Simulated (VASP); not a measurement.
Set up this calculation in VASP 6.6.1, as the native input.

| Quantity | Value |
| --- | --- |
| Task | single point |
| Functional | PBEsol |
| Potentials or basis | VASP PAW PBE potentials, release 64 (Ni, Ti_sv) |
| Cutoff | 520 eV |
| k mesh | 7 × 7 × 7 |
| Occupations | fermi-dirac, width 0.05 eV |
| Spin | collinear spin, ferromagnetic start |
| Starting moments | [1.0, 1.0, 1.0, 1.0] μB |
| Dipole correction | no |
| Further INCAR settings | ALGO = Normal; EDIFF = 1e-06; NBANDS = 35 |

The structure of Ti3Ni lies in POSCAR:

```
Ti3Ni
1.0
    4.0123548885      0.0000000000      0.0000000000
    0.0000000000      4.0123548885      0.0000000000
    0.0000000000      0.0000000000      4.0123548885
Ni Ti
1 3
Direct
    0.0000000000      0.0000000000      0.0000000000
    0.5000000000      0.5000000000      0.0000000000
    0.5000000000      0.0000000000      0.5000000000
    0.0000000000      0.5000000000      0.5000000000
```

These files were run (other wordings do the same):

INCAR

```
SYSTEM = Ti3Ni
PREC = Accurate
ENCUT = 520
EDIFF = 1E-6
ISMEAR = -1
SIGMA = 0.05
LREAL = .FALSE.
LASPH = .TRUE.
NELM = 150
ALGO = Normal
ISIF = 2
LWAVE = .FALSE.
LCHARG = .TRUE.
ISPIN = 2
MAGMOM = 1 1 1 1
LORBIT = 11
LMAXMIX = 4
GGA = PS
LELF = .TRUE.
LVHAR = .TRUE.
NBANDS = 35
```

KPOINTS

```
regular mesh
0
G
  7 7 7
  0 0 0
```

Potentials or basis: VASP PAW PBE potentials, release 64 (Ni, Ti_sv).

Launch:

```bash
$ cat potpaw_PBE.64/Ni/POTCAR potpaw_PBE.64/Ti_sv/POTCAR > POTCAR
$ mpirun -np 1 vasp_std > vasp.out
```

It gave:

```yaml
Pressure: -11.1 GPa
Band_gap_on_the_k_mesh: zero (filled and empty bands overlap)
Net_moment: 0.00 μB per cell
Valence_electrons_inside_the_program's_atomic_spheres: Ni 9.18; Ti 10.24
```

Caveat: the PAW data sets were made with another functional, which shifts forces and pressure a little.

Run time: 96 s on 1 thread of Intel(R) Xeon(R) Platinum 8375C CPU @ 2.90GHz (Ice Lake), with other jobs on the host, peak memory 0.22 GiB.
